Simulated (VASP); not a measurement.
# Ag (Fm-3m) in VASP: notebook, part 2 of 2

VASP 6.6.1.

## (3) Single point, BLYP+D3(BJ), collinear spin, zero start (volume scaled by 0.96)

INCAR

```
AGGAC = 1.0 ; AGGAX = 1.0
ALDAC = 0.0 ; ALDAX = 1.0
ALGO = Normal ; EDIFF = 1E-6
ENCUT = 500 ; GGA = B5
GGA_COMPAT = F ; ISIF = 2
ISMEAR = 0 ; ISPIN = 2
IVDW = 12 ; LASPH = T
LCHARG = T ; LELF = T
LMAXMIX = 4 ; LORBIT = 11
LREAL = F ; LVHAR = T
LWAVE = F ; MAGMOM = 0
NBANDS = 16 ; NELM = 200
NUPDOWN = 0.0 ; PREC = Accurate
SIGMA = 0.05 ; VDW_A1 = 0.4298
VDW_A2 = 4.2359 ; VDW_S6 = 1.0
VDW_S8 = 2.6996
```

KPOINTS

```
k-points
0
Gamma
  11 11 11
```

POSCAR

```
Ag
1.0
    0.0000000000      2.0151418859      2.0151418859
    2.0151418859      0.0000000000      2.0151418859
    2.0151418859      2.0151418859      0.0000000000
Ag
1
Direct
    0.0000000000      0.0000000000      0.0000000000
```

Potentials or basis: VASP PAW PBE potentials, release 64 (Ag).

Command:

```bash
$ cat potpaw_PBE.64/Ag/POTCAR > POTCAR
$ mpirun -np 1 vasp_std > vasp.out
```

OUTCAR:

```text
EDIFF = 1E-6
   ENCUT = 500
   GGA = B5
   ISIF = 2
   ISMEAR = 0
   ISPIN = 2
   IVDW = 12
   LASPH = T
   LORBIT = 11
   LREAL = F
   NELM = 200
   NUPDOWN = 0.0
   PREC = Accurate
 IVDW          = 12

 ion  position               nearest neighbor table
   1  0.000  0.000  0.000-

  LATTYP: Found a face centered cubic cell.
 ALAT       =     4.0302837718

  Lattice vectors:

 A1 = (   0.0000000000,   2.0151418859,   2.0151418859)
 A2 = (   2.0151418859,   0.0000000000,   2.0151418859)
 A3 = (   2.0151418859,   2.0151418859,   0.0000000000)

Analysis of symmetry for initial positions (statically):
=====================================================================
 Subroutine PRICEL returns:
 Original cell was already a primitive cell.

 Routine SETGRP: Setting up the symmetry group for a
 face centered cubic supercell.

 Subroutine GETGRP returns: Found 48 space group operations
 (whereof 48 operations were pure point group operations)
 out of a pool of 48 trial point group operations.

[... 630 lines left out ...]
      6       6.8397      1.00000
[... 8 lines left out ...]
     15      40.8339      0.00000
     16      43.3079      0.00000

 [... further k-points ...]

 spin component 2

 k-point     1 :       0.0000    0.0000    0.0000
  band No.  band energies     occupation
      1       1.5452      1.00000
      2       4.4885      1.00000
      3       4.4885      1.00000
      4       4.4885      1.00000
      5       5.5959      1.00000
      6       5.5959      1.00000
[... 435 lines left out ...]
      5       5.1787      1.00000
      6       6.8397      1.00000
[... 8 lines left out ...]
     15      40.8339      0.00000
     16      43.3079      0.00000

 [... further k-points ...]

------------------------ aborting loop because EDIFF is reached ----------------------------------------

 Edisp (eV)   -1.40232

 E8    (eV) :    -1.0320

  FORCE on cell =-STRESS in cart. coord.  units (eV):
  Direction    XX          YY          ZZ          XY          YZ          ZX
  --------------------------------------------------------------------------------------
  -------------------------------------------------------------------------------------
  Total       0.39095     0.39095     0.39095    -0.00000     0.00000    -0.00000
  in kB      38.27249    38.27249    38.27249    -0.00000     0.00000    -0.00000
  external pressure =       38.27 kB  Pullay stress =        0.00 kB

 VOLUME and BASIS-vectors are now :
 -----------------------------------------------------------------------------
  energy-cutoff  :      500.00
  volume of cell :       16.37
      direct lattice vectors                 reciprocal lattice vectors
     0.000000000  2.015141886  2.015141886    -0.248121486  0.248121486  0.248121486
     2.015141886  0.000000000  2.015141886     0.248121486 -0.248121486  0.248121486
     2.015141886  2.015141886  0.000000000     0.248121486  0.248121486 -0.248121486

 POSITION                                       TOTAL-FORCE (eV/Angst)
 -----------------------------------------------------------------------------------
      0.00000      0.00000      0.00000         0.000000     -0.000000      0.000000
 -----------------------------------------------------------------------------------
    total drift:                               -0.000000      0.000000     -0.000000

  FREE ENERGIE OF THE ION-ELECTRON SYSTEM (eV)
  ---------------------------------------------------
  free  energy   TOTEN  =        -3.3563334355 eV

  energy  without entropy=       -3.3555974406  energy(sigma->0) =       -3.35596544

 total charge

# of ion       s       p       d       tot
------------------------------------------
    1        0.435   0.326   9.191   9.952

 magnetization (x)

# of ion       s       p       d       tot
------------------------------------------
    1       -0.000   0.000   0.000  -0.000
```

OSZICAR:

```text
N       E                     dE             d eps       ncg     rms          rms(c)
DAV:   1     0.577774738006E+02    0.57777E+02   -0.49090E+03  3584   0.601E+02
DAV:   2    -0.110422949127E+01   -0.58882E+02   -0.54791E+02  4568   0.171E+02
DAV:   3    -0.222763303324E+01   -0.11234E+01   -0.11228E+01  4504   0.235E+01
DAV:   4    -0.223053955327E+01   -0.29065E-02   -0.29064E-02  4504   0.126E+00
DAV:   5    -0.223055655876E+01   -0.17005E-04   -0.17005E-04  4488   0.833E-02    0.565E+00
DAV:   6    -0.196923278287E+01    0.26132E+00   -0.83025E-01  5312   0.665E+00    0.334E+00
DAV:   7    -0.195783178025E+01    0.11401E-01   -0.15861E-02  5152   0.927E-01    0.184E+00
DAV:   8    -0.195400952114E+01    0.38223E-02   -0.79923E-04  5192   0.214E-01    0.127E-01
DAV:   9    -0.195401141095E+01   -0.18898E-05   -0.12687E-05  4016   0.272E-02    0.286E-02
DAV:  10    -0.195401467524E+01   -0.32643E-05   -0.37831E-06  4744   0.151E-02    0.446E-03
DAV:  11    -0.195401489096E+01   -0.21572E-06   -0.62374E-08  3376   0.199E-03
   1 F= -.33563334E+01 E0= -.33559654E+01  d E =-.735995E-03  mag=    -0.0000
```

stdout:

```text
POSCAR found type information on POSCAR Ag
 POSCAR found :  1 types and       1 ions
 scaLAPACK will be used
 -----------------------------------------------------------------------------
|                                                                             |
|                                                                             |
|     You enforced a specific xc type in the INCAR file but a different       |
|     I HOPE YOU KNOW WHAT YOU ARE DOING!                                     |
|                                                                             |
 -----------------------------------------------------------------------------

 LDA part: xc-table for (Slater(with rela. corr.)+VWN5), standard interpolation
 POSCAR, INCAR and KPOINTS ok, starting setup
 FFT: planning ... GRIDC
 FFT: planning ... GRID_SOFT
 FFT: planning ... GRID
 WAVECAR not read
 entering main loop
```

It took 16 s on 1 thread of Intel Xeon Platinum 8375C at 2.90GHz (Ice Lake), shared host; peak memory 0.17 GiB.

Results:

```
Free energy                                           : -3.3563 eV
Pressure                                              : 3.8 GPa
Net moment                                            : 0.00 μB per cell
Valence electrons inside the program's atomic spheres : Ag 9.95
Dispersion energy per atom                            : -1.402 eV
```

Caveat: the PAW data sets were made with another functional, which shifts forces and pressure a little; the total moment is fixed, so each spin has its own Fermi level.
